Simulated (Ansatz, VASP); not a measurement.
**Pt in VASP and in Ansatz**

```xyz
1
Lattice="0.0000 1.9474 1.9474 1.9474 0.0000 1.9474 1.9474 1.9474 0.0000" Properties=species:S:1:pos:R:3 pbc="T T T"
Pt    0.0000    0.0000    0.0000
```

Alike in both runs: task single point; functional LDA; k mesh 14 × 14 × 14; occupations gaussian, width 0.3 eV; no spin polarisation.

|  | VASP | Ansatz |
| --- | --- | --- |
| version | VASP 6.6.1 | Ansatz 0.2.0 |
| potentials or method | VASP PAW LDA potentials, release 64 (Pt), cutoff 520 eV | plane waves (420 eV) with PAW, scalar-relativistic |
| valence electrons in the cell | 10 | 18 |

```tsv
	VASP	Ansatz	Ansatz less VASP
pressure (GPa)	1.0	0.2	-0.76
```

Ansatz warns that its potentials were made for another functional, while VASP's fit it. LDA's correlation is that of Perdew and Zunger in VASP and of Perdew and Wang (1992) in Ansatz. VASP's potentials hold 10 valence electrons a cell and Ansatz's 18, so a difference there can come from the potentials and not from the codes.

Neither program's run includes spin-orbit coupling.
